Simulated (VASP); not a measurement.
Set up this calculation in VASP 6.6.1, as the native input.

```
Task                   : single point
Functional             : PBEsol
Potentials or basis    : VASP PAW PBE potentials, release 64 (Hf_pv)
Cutoff                 : 520 eV
k mesh                 : 11 × 11 × 11
Occupations            : fermi-dirac, width 0.1 eV
Spin                   : no spin polarisation
Dipole correction      : no
Further INCAR settings : ALGO = Normal; EDIFF = 1e-06; NBANDS = 11
```

The structure of Hf lies in POSCAR:

```
Hf
1.0
    0.0000000000      2.1823656109      2.1823656109
    2.1823656109      0.0000000000      2.1823656109
    2.1823656109      2.1823656109      0.0000000000
Hf
1
Direct
    0.0000000000      0.0000000000      0.0000000000
```

These files were run (other wordings do the same):

INCAR

```
SYSTEM = Hf
  ALGO = Normal
  EDIFF = 1E-6
  ENCUT = 520
  GGA = PS
  ISIF = 2
  ISMEAR = -1
  LASPH = .True.
  LCHARG = .False.
  LREAL = .False.
  LWAVE = .False.
  NBANDS = 11
  NELM = 100
  PREC = Accurate
  SIGMA = 0.1
```

KPOINTS

```
k-points
0
Gamma
  11 11 11
  0 0 0
```

Potentials or basis: VASP PAW PBE potentials, release 64 (Hf_pv).

The run is started by

```console
$ cat potpaw_PBE.64/Hf_pv/POTCAR > POTCAR
$ mpirun -np 1 vasp_std > vasp.out
```

Results of the run:

| Quantity | Value |
| --- | --- |
| Pressure | 3.9 GPa |
| Band gap on the k mesh | zero (band 5 reaches 6.52 eV, above the bottom of band 6 at 4.73 eV) |

Caveat: the PAW data sets were made with another functional, which shifts forces and pressure a little; spin-orbit coupling is left out, which moves the levels of the heavy elements.

Wall time 21 s on 1 thread of Intel Xeon 8259CL, with other jobs on the host, peak memory 0.11 GiB.
